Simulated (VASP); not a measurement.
# Ti (P6_3/mmc) in VASP: a series of runs, part 2 of 2

VASP 6.6.1. Earlier steps stand in the parts before.

## Step 5: Relaxation of shape and atoms at fixed volume, PBE (18.43 Å³/atom)

This run uses another cell than the first one, of 18.43 Å³/atom.

INCAR reads:

```
SYSTEM = Ti
ALGO     = Fast           ! electronic algorithm
EDIFF    = 1E-6           ! SCF threshold, eV
EDIFFG   = -0.01          ! ionic threshold
ENCUT    = 600            ! plane-wave cutoff, eV
GGA      = PE             ! functional
IBRION   = 2              ! ionic algorithm
ISIF     = 4              ! what is computed and relaxed
ISMEAR   = 0              ! smearing method
LASPH    = .TRUE.         ! aspherical terms in the spheres
LCHARG   = .FALSE.        ! write CHGCAR
LREAL    = .FALSE.        ! projectors in reciprocal space
LWAVE    = .FALSE.        ! write WAVECAR
NELM     = 100            ! most SCF steps
NSW      = 50             ! ionic steps
PREC     = Accurate       ! precision mode
SIGMA    = 0.1            ! smearing width, eV
```

KPOINTS reads:

```
k-points
0
G
  18 18 10
  0 0 0
```

POSCAR reads:

```
Ti
1.0
    2.9962159952      0.0000000000      0.0000000000
   -1.4981079976      2.5947991671      0.0000000000
    0.0000000000      0.0000000000      4.7416351834
Ti
2
Direct
    0.3333333333      0.6666666667      0.2500000000
    0.6666666667      0.3333333333      0.7500000000
```

Potentials or basis: VASP PAW PBE potentials, release 64 (Ti_sv).

Run with:

```
$ cat potpaw_PBE.64/Ti_sv/POTCAR > POTCAR
$ mpirun -np 1 vasp_std > vasp.out
```

OUTCAR:

```text
SYSTEM = Ti
   EDIFF = 1E-6
   EDIFFG = -0.01
   ENCUT = 600
   GGA = PE
   IBRION = 2
   ISIF = 4
   ISMEAR = 0
   LASPH = .TRUE.
   LREAL = .FALSE.
   NELM = 100
   NSW = 50
   PREC = Accurate

 ion  position               nearest neighbor table
   1  0.333  0.667  0.250-
   2  0.667  0.333  0.750-

  LATTYP: Found a hexagonal cell.
 ALAT       =     2.9962159952
 C/A-ratio  =     1.5825411756

  Lattice vectors:

 A1 = (   2.9962159952,   0.0000000000,   0.0000000000)
 A2 = (  -1.4981079976,   2.5947991671,   0.0000000000)
 A3 = (   0.0000000000,   0.0000000000,   4.7416351834)

Analysis of symmetry for initial positions (statically):
=====================================================================
 Subroutine PRICEL returns:
 Original cell was already a primitive cell.

 Routine SETGRP: Setting up the symmetry group for a
 hexagonal supercell.

 Subroutine GETGRP returns: Found 24 space group operations
 (whereof 12 operations were pure point group operations)
 out of a pool of 24 trial point group operations.

The static configuration has the point symmetry D_3d.
 The point group associated with its full space group is D_6h.

Analysis of symmetry for dynamics (positions and initial velocities):
=====================================================================
 Subroutine PRICEL returns:
 Original cell was already a primitive cell.

 Routine SETGRP: Setting up the symmetry group for a
 hexagonal supercell.

 Subroutine GETGRP returns: Found 24 space group operations
 (whereof 12 operations were pure point group operations)
 out of a pool of 24 trial point group operations.

The dynamic configuration has the point symmetry D_3d.
 The point group associated with its full space group is D_6h.

 Subroutine INISYM returns: Found 24 space group operations
 (whereof 12 operations are pure point group operations),
 and found     1 'primitive' translations

----------------------------------------------------------------------------------------

                                     Primitive cell

  volume of cell :      36.8642

  direct lattice vectors                    reciprocal lattice vectors
     2.996215995  0.000000000  0.000000000     0.333754309  0.192693140  0.000000000
    -1.498107998  2.594799167  0.000000000     0.000000000  0.385386281  0.000000000
     0.000000000  0.000000000  4.741635183     0.000000000  0.000000000  0.210897710

  length of vectors
     2.996215995  2.996215995  4.741635183     0.385386281  0.385386281  0.210897710

  position of ions in fractional coordinates (direct lattice)
     0.333333333  0.666666667  0.250000000
[... 98 lines left out ...]
     AMIX_MAG =   1.60;   BMIX_MAG =  1.00
  volume/ion in A,a.u.               =      18.43       124.39
  Fermi-wavevector in a.u.,A,eV,Ry     =   1.418873  2.681282 27.391263  2.013201
  Thomas-Fermi vector in A             =   2.539953
   LORBIT       =      0    0 simple, 1 ext, 2 COOP (PROOUT), +10 PAW based schemes
   GGA     = PE    functional components
   LHFCALC =     F    Hartree Fock is set to
   AEXX    =    0.0000 exact exchange contribution
   IVDW    =     0    specifies the selected vdW correction
   LEPSILON=     F    determine dielectric tensor
   LRPA    =     F    only Hartree local field effects (RPA)
 conjugate gradient relaxation of ions
 non-spin polarized calculation
 RMM-DIIS sequential band-by-band and
 Gauss-broadening in eV      SIGMA  =   0.10
  energy-cutoff  :      600.00
  volume of cell :       36.86
 maximum number of plane-waves:      1254
 NGX is ok and might be reduce to    24
   NGX = 11   NGY = 11   NGZ = 19

--------------------------------------- Ionic step        1  -------------------------------------------

 number of electron      24.0000007 magnetization

 Free energy of the ion-electron system (eV)
  ---------------------------------------------------
  ext. energy  EPLUGINS =         0.00000000
  ---------------------------------------------------
  free energy    TOTEN  =       -15.63471403 eV

  energy without entropy =      -15.62440887  energy(sigma->0) =      -15.62956145

------------------------ aborting loop because EDIFF is reached ----------------------------------------

  FORCE on cell =-STRESS in cart. coord.  units (eV):
  Direction    XX          YY          ZZ          XY          YZ          ZX
  --------------------------------------------------------------------------------------
  -------------------------------------------------------------------------------------
  Total       -1.3884925     -1.3884925     -1.4256687      0.0000000     -0.0000000      0.0000000
  in kB      -60.3460886    -60.3460886    -61.9618224      0.0000000     -0.0000000      0.0000000
  external PRESSURE =     -60.8846666 kB  Pullay stress =       0.0000000 kB

 VOLUME and BASIS-vectors are now :
 -----------------------------------------------------------------------------
  energy-cutoff  :      600.00
  volume of cell :       36.86
      direct lattice vectors                 reciprocal lattice vectors
     2.996215995  0.000000000  0.000000000     0.333754309  0.192693140  0.000000000
    -1.498107998  2.594799167  0.000000000     0.000000000  0.385386281  0.000000000
     0.000000000  0.000000000  4.741635183     0.000000000  0.000000000  0.210897710

 POSITION                                       TOTAL-FORCE (eV/Angst)
 -----------------------------------------------------------------------------------
     -0.00000      1.72987      1.18541         0.000000      0.000000      0.000000
      1.49811      0.86493      3.55623        -0.000000      0.000000      0.000000
 -----------------------------------------------------------------------------------
    total drift:                               -0.000000      0.000000     -0.000000

  FREE ENERGIE OF THE ION-ELECTRON SYSTEM (eV)
  ---------------------------------------------------
  free  energy   TOTEN  =       -15.6347140269 eV

  energy  without entropy=      -15.6244088724  energy(sigma->0) =      -15.62956145

--------------------------------------- Ionic step        2  -------------------------------------------

 number of electron      24.0000007 magnetization

 Free energy of the ion-electron system (eV)
  ---------------------------------------------------
  ext. energy  EPLUGINS =         0.00000000
  ---------------------------------------------------
  free energy    TOTEN  =       -15.63473318 eV

  energy without entropy =      -15.62443798  energy(sigma->0) =      -15.62958558

 E-fermi :   7.7311     XC(G=0): -11.2202

 val. band max:        7.7309365035   @ k =   0.1667   0.0000   0.0000
 cond. band min:       7.7321249551   @ k =   0.1667   0.0000   0.4000
 fundamental gap:      0.0011884516
 Fermi energy:         7.7311432333

 k-point     1 :       0.0000    0.0000    0.0000
  band No.  band energies     occupation
      1     -49.2419      2.00000
      2     -49.1341      2.00000
      3     -25.7699      2.00000
      4     -25.2327      2.00000
      5     -25.2327      2.00000
      6     -25.1851      2.00000
[... 433 lines left out ...]
      3     -25.5920      2.00000
      4     -25.5197      2.00000
      5     -25.4959      2.00000
      6     -25.3682      2.00000
[... 8 lines left out ...]
     15       8.8111      0.00000
     16      10.6056      0.00000

 [... further k-points ...]
[... 5 lines left out ...]
  --------------------------------------------------------------------------------------
  -------------------------------------------------------------------------------------
  Total       -1.3867124     -1.3867124     -1.4045087      0.0000000      0.0000000      0.0000000
  in kB      -60.2687196    -60.2687196    -61.0421748      0.0000000      0.0000000      0.0000000
  external PRESSURE =     -60.5265380 kB  Pullay stress =       0.0000000 kB

 VOLUME and BASIS-vectors are now :
 -----------------------------------------------------------------------------
  energy-cutoff  :      600.00
  volume of cell :       36.86
      direct lattice vectors                 reciprocal lattice vectors
     2.997111870  0.000000000  0.000000000     0.333654546  0.192635542  0.000000000
    -1.498555935  2.595575017  0.000000000     0.000000000  0.385271084  0.000000000
     0.000000000 -0.000000000  4.738800938     0.000000000  0.000000000  0.211023846

 POSITION                                       TOTAL-FORCE (eV/Angst)
 -----------------------------------------------------------------------------------
     -0.00000      1.73038      1.18470        -0.000000      0.000000      0.000000
      1.49856      0.86519      3.55410         0.000000     -0.000000      0.000000
 -----------------------------------------------------------------------------------
    total drift:                               -0.000000      0.000000     -0.000000

  FREE ENERGIE OF THE ION-ELECTRON SYSTEM (eV)
  ---------------------------------------------------
  free  energy   TOTEN  =       -15.6347331770 eV

  energy  without entropy=      -15.6244379782  energy(sigma->0) =      -15.62958558

 reached required accuracy - stopping structural energy minimisation
```

It took 6.8 min on 1 thread of Intel Xeon 8259CL, shared host; peak memory 0.27 GiB.

What came out:

| Property | Result |
| --- | --- |
| Free energy | -15.6347 eV |
| Energy gained by relaxing | 0.0 meV/atom |
| Ionic steps | 2 |
| Pressure after relaxing | -6.1 GPa |
| Band gap on the k mesh | zero (bands 12 and 13 overlap by 1.06 eV) |

Final structure:
```xyz
2
Lattice="2.9971 0.0000 0.0000 -1.4986 2.5956 0.0000 0.0000 0.0000 4.7388" Properties=species:S:1:pos:R:3 pbc="T T T"
Ti    0.0000    1.7304    1.1847
Ti    1.4986    0.8652    3.5541
```

Levels at points of the mesh, in eV from the Fermi level:
| k point | band 8 | band 9 | band 10 | band 11 | band 12 | band 13 | band 14 | band 15 | band 16 |
| --- | --- | --- | --- | --- | --- | --- | --- | --- | --- |
| (0.00, 0.00, 0.00) | -32.88 | -6.07 | -2.55 | 0.63 | 0.73 | 0.73 | 0.84 | 1.19 | 1.19 |
| (0.50, 0.00, 0.00) | -32.94 | -2.28 | -2.00 | -1.70 | -0.69 | 0.45 | 0.57 | 1.09 | 3.08 |
| (0.00, 0.00, 0.50) | -32.92 | -4.29 | -4.29 | 0.08 | 0.08 | 0.64 | 0.64 | 0.64 | 0.64 |
| (0.50, 0.00, 0.50) | -33.01 | -2.40 | -2.40 | -0.75 | -0.75 | 1.17 | 1.17 | 1.60 | 1.60 |

## Step 6: Overview

| task | cell | k mesh | cutoff (eV) | smearing | gap on the mesh (eV) | pressure (GPa) |
| --- | --- | --- | --- | --- | --- | --- |
| relaxation of cell and atoms | relaxed from a = 2.939, b = 2.939, c = 4.650 Å, angles 90.0, 90.0, 120.0°, 2 atoms, atomic positions A | 18 × 18 × 10 | 600 | fermi-dirac 0.15 eV | none | 0.0 |
| single point | a = 2.939, b = 5.501 Å, angles 74.5, 60.0, 105.5°, 2 atoms, atomic positions B | 12 × 7 × 15 | 520 | gaussian 0.1 eV | none | -0.3 |
| relaxation of shape and atoms at fixed volume | relaxed from a = 2.968, b = 2.968, c = 4.696 Å, angles 90.0, 90.0, 120.0°, 2 atoms, atomic positions A | 18 × 18 × 10 | 600 | gaussian 0.1 eV | none | -3.6 |
| relaxation of shape and atoms at fixed volume | relaxed from a = 2.996, b = 2.996, c = 4.742 Å, angles 90.0, 90.0, 120.0°, 2 atoms, atomic positions A | 18 × 18 × 10 | 600 | gaussian 0.1 eV | none | -6.1 |

Alike in all rows: level PBE; potentials or basis VASP PAW PBE potentials, release 64 (Ti_sv); no spin polarisation.

Caveats: the relaxation stopped at its first step, so nothing moved (at least some runs).

Absolute energies hang on the potentials; compare differences alone.
